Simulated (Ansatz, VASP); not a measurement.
# TiO3 in VASP and in Ansatz

```
Ti O
1.0
     3.18206    0.00000    0.00000
     0.00000    3.18206    0.00000
     0.00000    0.00000    3.18206
Ti O
1 3
Direct
  0.00000 0.00000 0.00000
  0.00000 0.50000 0.50000
  0.50000 0.00000 0.50000
  0.50000 0.50000 0.00000
```

Alike in both runs: functional r2SCAN; k mesh 6 × 6 × 6; occupations gaussian, width 0.1 eV; no spin polarisation.

Ansatz relaxed the structure, and its values are those at the end. VASP's run is a single point on that final structure, the one shown.

```csv
,VASP,Ansatz
version,VASP 6.6.1,Ansatz 0.2.0
potentials or method,"VASP PAW PBE potentials, release 64 (Ti_sv, O_h), cutoff 1480 eV","scalar-relativistic, plane waves, PAW"
valence electrons in the cell,30,30
```

VASP gave:

| Item | Value |
| --- | --- |
| gap on the k mesh at the Fermi level (eV) | none |
| pressure (GPa) | 0.8 |

Task: Estimate Ansatz's values.

Result: gap on the k mesh at the Fermi level (eV): none; pressure (GPa): 0.1.

VASP's potentials were made for PBE, not for r2SCAN. A gap of «none» marks a metal or a gap that the smearing closes. With one functional, cell and mesh, what is left measures potentials, basis and numerics.
